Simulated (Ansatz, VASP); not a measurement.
## Two plane-wave programs on SiC

```
Si C
1.0
     0.00000    2.17805    2.28695
     2.17805    0.00000    2.28695
     2.17805    2.17805    0.00000
Si C
1 1
Direct
  0.00000 0.00000 0.00000
  0.25000 0.25000 0.25000
```

Change from the starting cell: uniaxial_z strain +5.0%.

Alike in both runs: task single point; functional HSE06; k mesh 8 × 8 × 8; no spin polarisation.

|  | VASP | Ansatz |
| --- | --- | --- |
| version | VASP 6.6.1 | Ansatz 0.2.0 |
| potentials or method | VASP PAW PBE potentials, release 64 (Si, C) | plane waves, PAW |
| plane-wave cutoff (eV) | 520 | 420 |
| occupations | gaussian, width 0.01 eV | fixed |
| valence electrons in the cell | 8 | 8 |

Ansatz gave:

```
gap on the k mesh at the Fermi level (eV)                     : 1.99
pressure (GPa)                                                : -11.4
traceless stress, the component that is largest in VASP (GPa) : -9.73
```

Task: Which values does VASP return?

Result: gap on the k mesh at the Fermi level (eV): 2.00; pressure (GPa): -11.7; traceless stress, the component that is largest in VASP (GPa): -9.78.

Ansatz's warnings: stress exchange threshold loose, stress scf threshold loose.
